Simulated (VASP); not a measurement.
# C (R-3m) in VASP: further runs, part 2 of 2

VASP 6.6.1.

## Step 5: Relaxation of the atoms, LDA (strained cell)

Contents of INCAR:

```
SYSTEM = C
  ALGO = Normal
  EDIFF = 1E-7
  EDIFFG = -0.002
  ENCUT = 520
  GGA = CA
  GGA_COMPAT = .False.
  IBRION = 2
  ISIF = 2
  ISMEAR = 0
  LASPH = .True.
  LCHARG = .False.
  LREAL = .False.
  LWAVE = .False.
  NELM = 120
  NELMIN = 4
  NSW = 60
  PREC = Accurate
  SIGMA = 0.02
```

Contents of KPOINTS:

```
k-points
0
Gamma
  9 9 9
  0 0 0
```

Contents of POSCAR:

```
C
1.0
    0.0197327715      1.7589940041      1.7589940041
    1.7589940041      0.0197327715      1.7589940041
    1.7589940041      1.7589940041      0.0197327715
C
2
Direct
    0.0002018756      0.0002018756      0.0002018756
    0.2497981244      0.2497981244      0.2497981244
```

Potentials or basis: VASP PAW LDA potentials, release 64 (C).

Run with:

```sh
$ cat potpaw_LDA.64/C/POTCAR > POTCAR
$ mpirun -np 1 vasp_std > vasp.out
```

OUTCAR:

```text
SYSTEM = C
   EDIFF = 1E-7
   EDIFFG = -0.002
   ENCUT = 520
   GGA = CA
   IBRION = 2
   ISIF = 2
   ISMEAR = 0
   LASPH = .True.
   LREAL = .False.
   NELM = 120
   NELMIN = 4
   NSW = 60
   PREC = Accurate

 ion  position               nearest neighbor table
   1  0.000  0.000  0.000-   2 1.51   2 1.51   2 1.51   2 1.53
   2  0.250  0.250  0.250-   1 1.51   1 1.51   1 1.51   1 1.53

  LATTYP: Found a trigonal (rhomboedric) cell.
 ALAT       =     2.4876714404
 COS(alpha) =     0.5111860482

  Lattice vectors:

 A1 = (   0.0197327715,   1.7589940041,   1.7589940041)
 A2 = (   1.7589940041,   0.0197327715,   1.7589940041)
 A3 = (   1.7589940041,   1.7589940041,   0.0197327715)

Analysis of symmetry for initial positions (statically):
=====================================================================
 Subroutine PRICEL returns:
 Original cell was already a primitive cell.

 Routine SETGRP: Setting up the symmetry group for a
 trigonal (rhombohedral) supercell.

 Subroutine GETGRP returns: Found 12 space group operations
 (whereof  6 operations were pure point group operations)
 out of a pool of 12 trial point group operations.

The static configuration has the point symmetry C_3v.
 The point group associated with its full space group is D_3d.

[... 171 lines left out ...]
  in kB      160.2862890    160.2862890    160.2862890    -70.9963305    -70.9963305    -70.9963305
  external PRESSURE =     160.2862890 kB  Pullay stress =       0.0000000 kB
[... 59 lines left out ...]
--------------------------------------- Ionic step        3  -------------------------------------------

 number of electron       7.9999999 magnetization

 Free energy of the ion-electron system (eV)
  ---------------------------------------------------
  ext. energy  EPLUGINS =         0.00000000
  ---------------------------------------------------
  free energy    TOTEN  =       -20.21960672 eV

  energy without entropy =      -20.21960672  energy(sigma->0) =      -20.21960672

 E-fermi :  10.8040     XC(G=0): -13.7834

 val. band max:       10.6263081966   @ k =   0.0000   0.0000   0.0000
 cond. band min:      14.8551983306   @ k =   0.3333   0.3333  -0.0000
 fundamental gap:      4.2288901340
 Fermi energy:        10.8040379155

 k-point     1 :       0.0000    0.0000    0.0000
  band No.  band energies     occupation
      1     -11.5164      2.00000
      2      10.5295      2.00000
      3      10.6263      2.00000
      4      10.6263      2.00000
      5      15.9682      0.00000
      6      16.4630      0.00000
      7      16.4630      0.00000
      8      25.5290      0.00000
[... 243 lines left out ...]
 k-point    24 :       0.4444    0.4444   -0.0000
  band No.  band energies     occupation
      1      -4.2304      2.00000
      2      -0.5267      2.00000
      3       3.9396      2.00000
      4       4.1915      2.00000
      5      14.9769      0.00000
      6      16.1630      0.00000
      7      27.7046      0.00000
      8      27.7221      0.00000

 [... further k-points ...]

------------------------ aborting loop because EDIFF is reached ----------------------------------------

  FORCE on cell =-STRESS in cart. coord.  units (eV):
  Direction    XX          YY          ZZ          XY          YZ          ZX
  --------------------------------------------------------------------------------------
  -------------------------------------------------------------------------------------
  Total        1.0704796      1.0704796      1.0704796     -0.4738822     -0.4738822     -0.4738822
  in kB      160.2639240    160.2639240    160.2639240    -70.9459786    -70.9459786    -70.9459786
  external PRESSURE =     160.2639240 kB  Pullay stress =       0.0000000 kB
[... 17 lines left out ...]
  FREE ENERGIE OF THE ION-ELECTRON SYSTEM (eV)
  ---------------------------------------------------
  free  energy   TOTEN  =       -20.2196067161 eV

  energy  without entropy=      -20.2196067161  energy(sigma->0) =      -20.21960672

 reached required accuracy - stopping structural energy minimisation
```

OSZICAR:

```text
N       E                     dE             d eps       ncg     rms          rms(c)
DAV:   1    -0.178017355984E+01   -0.17802E+01   -0.51144E+03  1416   0.991E+02
DAV:   2    -0.210272974931E+02   -0.19247E+02   -0.18585E+02  2136   0.115E+02
DAV:   3    -0.211569150885E+02   -0.12962E+00   -0.12962E+00  1496   0.119E+01
[... 15 lines left out ...]
       N       E                     dE             d eps       ncg     rms          rms(c)
DAV:   1    -0.202196067672E+02   -0.16712E-05   -0.10488E-04  1368   0.994E-02    0.204E-03
DAV:   2    -0.202196067445E+02    0.22734E-07   -0.54518E-07  1864   0.860E-03    0.116E-03
DAV:   3    -0.202196067157E+02    0.28766E-07   -0.77562E-08   920   0.276E-03    0.106E-04
DAV:   4    -0.202196067161E+02   -0.41575E-09   -0.59334E-09   680   0.858E-04
   3 F= -.20219607E+02 E0= -.20219607E+02  d E =-.202622E-06
```

Wall time 10 s (1 thread of Intel Xeon Platinum 8259CL at 2.50GHz (Skylake/Cascade Lake), shared host); peak memory 0.11 GiB.

What came out:

```yaml
Free_energy: -20.2196 eV
Energy_gained_by_relaxing: 0.0 meV/atom
Ionic_steps: 3
Pressure_after_relaxing: 16.0 GPa
Band_gap_on_the_k_mesh: 4.23 eV (least direct gap 5.34 eV)
```

Final structure:
```yaml
crystal:
  lattice:
    - [0.01973, 1.75899, 1.75899]
    - [1.75899, 0.01973, 1.75899]
    - [1.75899, 1.75899, 0.01973]
  atoms:
    - { symbol: C, position: [0.00021, 0.00021, 0.00021] }
    - { symbol: C, position: [0.24979, 0.24979, 0.24979] }
```

Caveat: the cell differs from its parent crystal (strained cell); an odd mesh through Γ misses points on the zone boundary, where band edges can lie.

## Step 6: Summary

| cell | gap on the mesh (eV) | pressure (GPa) |
| --- | --- | --- |
| atoms relaxed from a = 2.500 Å, angles 58.9°, 2 atoms | 4.19 | 12.5 |
| atoms relaxed from a = 2.489 Å, angles 59.2°, 2 atoms | 4.23 | 15.8 |
| atoms relaxed from a = 2.488 Å, angles 59.3°, 2 atoms | 4.23 | 16.0 |

Alike in all rows: task relaxation of the atoms; level LDA; potentials or basis VASP PAW LDA potentials, release 64 (C); no spin polarisation; k mesh 9 × 9 × 9; cutoff (eV) 520; smearing gaussian 0.02 eV.

Caveats: an odd mesh through Γ misses points on the zone boundary, where band edges can lie.

Absolute energies hang on the potentials; compare differences alone.
